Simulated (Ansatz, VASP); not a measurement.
**Al2O3: VASP and Ansatz over several settings**

```xyz
5
Lattice="2.8843 0.0000 0.0000 -1.4422 2.4979 0.0000 0.0000 0.0000 9.3368" Properties=species:S:1:pos:R:3 pbc="T T T"
Al    0.0000    0.0000    7.9363
Al    0.0000    0.0000    1.4004
O     0.0000    1.6653    7.2610
O     1.4422    0.8326    0.0000
O     0.0000    1.6653    2.0757
```

Single points on this cell with VASP 6.6.1 and Ansatz 0.2.0. Each row is one pair of runs. Alike in all rows: spin: off; k mesh: 11 × 11 × 3; VASP's potentials, cutoff: VASP PAW PBE potentials, release 64 (Al, O), 600 eV; Ansatz's potentials, cutoff: Ansatz PAW, 420 eV.

```tsv
level	smearing	gap on the k mesh at the Fermi level (eV), VASP	gap on the k mesh at the Fermi level (eV), Ansatz	least direct gap on the mesh (eV), VASP	least direct gap on the mesh (eV), Ansatz	pressure (GPa), VASP	pressure (GPa), Ansatz
PBE	gaussian, width 0.012 eV	4.77	4.79	5.01	5.03	-0.1	0.1
PBE	gaussian, width 0.013 eV	4.77	4.79	5.01	5.03	-0.1	0.1
PBE	gaussian, width 0.014 eV	4.77	4.79	5.01	5.03	-0.1	0.1
```

Gap on the k mesh at the fermi level (eV): the two programs differ by at most 0.018; least direct gap on the mesh (eV): the two programs differ by at most 0.017; pressure (GPa): the two programs differ by at most 0.19.

Noted on Ansatz's runs: odd divisions of the mesh miss points on the zone boundary, where band edges often lie, so the gap on the mesh can be too wide.
